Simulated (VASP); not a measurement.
A run of VASP 6.6.1:

The input INCAR:

```
SYSTEM = ZnAg2S2
  PREC = Accurate
  ENCUT = 600
  EDIFF = 1E-7
  ISMEAR = 0
  SIGMA = 0.1
  LREAL = .FALSE.
  LASPH = .TRUE.
  NELM = 100
  ALGO = Normal
  ISIF = 3
  LWAVE = .FALSE.
  LCHARG = .FALSE.
  GGA = PE
  IBRION = 2
  NSW = 100
  EDIFFG = -0.01
```

The input KPOINTS:

```
Automatic mesh
0
G
  12 12 6
  0 0 0
```

File POSCAR:

```
ZnAg2S2
1.0
    4.3423632994      0.0000000000      0.0000000000
   -2.1711816497      3.7605969298      0.0000000000
    0.0000000000      0.0000000000      5.9544817250
Zn Ag S
1 2 2
Direct
    0.6666666667      0.3333333333      0.0000000000
    0.6666666667      0.3333333333      0.5000000000
    0.0000000000      0.0000000000      0.0000000000
    0.3333333333      0.6666666667      0.7423817428
    0.3333333333      0.6666666667      0.2576182572
```

Potentials or basis: VASP PAW PBE potentials, release 64 (Zn, Ag, S).

Run with:

```bash
$ cat potpaw_PBE.64/Zn/POTCAR potpaw_PBE.64/Ag/POTCAR potpaw_PBE.64/S/POTCAR > POTCAR
$ mpirun -np 1 vasp_std > vasp.out
```

Hardware: 1 thread of Intel(R) Xeon(R) 6975P-C (Granite Rapids), with other jobs on the host.

Question: How long does it take, and how much memory?

Answer: Run time: 22 min on 1 thread of Intel(R) Xeon(R) 6975P-C (Granite Rapids), on a shared host, peak memory 0.43 GiB. Counts: scf iterations 177, k points 76, ion steps 21.
